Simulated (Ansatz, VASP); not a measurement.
Sb2Se3 in VASP and in Ansatz

```
CELL_PARAMETERS angstrom
5.46407 0.00000 0.00000
0.00000 5.46407 0.00000
0.00000 0.00000 6.99477
ATOMIC_POSITIONS crystal
Sb 0.50000 0.00000 0.01094
Sb 0.00000 0.50000 0.01094
Se 0.50000 0.50000 0.09088
Se 0.50000 0.00000 0.66292
Se 0.00000 0.50000 0.66292
```

Alike in both runs: functional PBE; k mesh 3 × 3 × 2; occupations gaussian, width 0.15 eV; no spin polarisation.

Ansatz relaxed the structure, and its values are those at the end. VASP's run is a single point on that final structure, the one shown.

|  | VASP | Ansatz |
| --- | --- | --- |
| version | VASP 6.6.1 | Ansatz 0.2.0 |
| potentials or method | VASP PAW PBE potentials, release 64 (Sb, Se), cutoff 500 eV | scalar-relativistic, plane waves, PAW |
| valence electrons in the cell | 28 | 78 |

VASP gave:

| Item | Value |
| --- | --- |
| gap on the k mesh at the Fermi level (eV) | 0.46 |
| least direct gap on the mesh (eV) | 0.52 |
| pressure (GPa) | 0.1 |
| rms of the force components (eV/Å) | 0.046 |

Q: Which values does Ansatz return?

A: gap on the k mesh at the Fermi level (eV): 0.45; least direct gap on the mesh (eV): 0.52; pressure (GPa): 0.1; rms of the force components (eV/Å): 0.021.

With one functional, cell and mesh, what is left measures potentials, basis and numerics. VASP's potentials hold 28 valence electrons a cell and Ansatz's 78, so a difference there can come from the potentials and not from the codes.

The k mesh is coarse, so the values compare programs but aren't converged. Spin-orbit coupling is off throughout.
